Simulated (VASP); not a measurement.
## ZnCd2Se2S: relaxation of cell and atoms with PBE

ZnCd2Se2S:

```xyz
6
Lattice="4.6031 0.0000 0.0000 0.0000 4.6031 0.0000 0.0000 0.0000 5.8533" Properties=species:S:1:pos:R:3 pbc="T T T"
Zn    0.0000    0.0000    2.9267
Cd    2.3015    2.3015    4.2213
Cd    2.3015    2.3015    1.6321
Se    2.3015    0.0000    0.0000
Se    0.0000    2.3015    0.0000
S     0.0000    0.0000    0.0000
```

The cell was generated, and may not be a known phase.

| Property | Result |
| --- | --- |
| Program | VASP 6.6.1 |
| Task | relaxation of cell and atoms |
| Functional | PBE |
| Potentials or basis | VASP PAW PBE potentials, release 64 (Zn, Cd, Se, S) |
| Cutoff | 600 eV |
| k mesh | 4 × 4 × 4 |
| Occupations | gaussian, width 0.1 eV |
| Spin | no spin polarisation |
| Dipole correction | no |
| Further INCAR settings | ALGO = Normal; EDIFF = 1e-06; IBRION = 2; EDIFFG = -0.04; NSW = 90; ISIF = 3 |

The relaxed volume is 24.91 Å³/atom, the relaxed cell is a = 5.175 Å, b = 5.175 Å, c = 5.580 Å, α = 90.00°, β = 90.00°, γ = 90.00° and the space group after relaxing (to 0.1 Å) is P4/mmm (No. 123). The energy gained by relaxing is 256.4 meV/atom and the ionic steps are 8. The pressure after relaxing is -0.1 GPa and the largest force after relaxing is 0.023 eV/Å. The band gap on the k mesh is zero (bands 27 and 28 overlap by 1.96 eV).

Forces on the atoms (eV/Å):
```
Zn   0.000  0.000  0.000
Cd   0.000  0.000  0.023
Cd   0.000  0.000 -0.023
Se   0.000  0.000  0.000
Se   0.000  0.000  0.000
S    0.000  0.000  0.000
```

The path:
```
step  energy change (eV)  largest force (eV/Å)  pressure (GPa)  volume (Å³)
   1              0.0000                0.2264           14.62       124.02
   2             -1.2946                0.7066           -2.37       160.69
   3             -1.3294                0.6631           -0.58       153.38
   4             -1.3304                0.6733           -0.90       154.54
   5             -1.4421                0.5154           -0.72       152.86
   6             -1.5352                0.1300           -0.22       149.97
   7             -1.5375                0.0439            0.00       149.12
   8             -1.5383                0.0228           -0.08       149.43
```

Final structure:
```
CELL_PARAMETERS angstrom
5.17484 0.00000 0.00000
0.00000 5.17484 0.00000
0.00000 0.00000 5.58020
ATOMIC_POSITIONS crystal
Zn 0.00000 0.00000 0.50000
Cd 0.50000 0.50000 0.73842
Cd 0.50000 0.50000 0.26158
Se 0.50000 0.00000 0.00000
Se 0.00000 0.50000 0.00000
S 0.00000 0.00000 0.00000
```

Levels at points of the mesh, in eV from the Fermi level:
```tsv
k point	band 25	band 26	band 27	band 28	band 29	band 30
(0.00, 0.00, 0.00)	-1.07	-1.03	-0.80	1.71	3.44	3.44
(0.50, 0.00, 0.00)	-1.88	-0.99	-0.98	-0.95	3.12	3.78
(0.50, 0.50, 0.00)	-1.46	-1.26	-0.72	-0.52	-0.24	1.17
(0.00, 0.00, 0.50)	-1.19	-1.14	0.06	1.65	1.65	1.94
(0.50, 0.00, 0.50)	-1.26	-1.03	-0.21	0.97	2.98	3.14
(0.50, 0.50, 0.50)	-1.68	-1.26	-0.54	-0.24	1.28	3.43
```

Run time: 6 min on 1 thread of Intel(R) Xeon(R) Platinum 8124M CPU @ 3.00GHz (Skylake/Cascade Lake), with other jobs on the host, peak memory 0.33 GiB.

Caveat: the volume moved by over 15 % at a fixed basis, so the end points are rough.
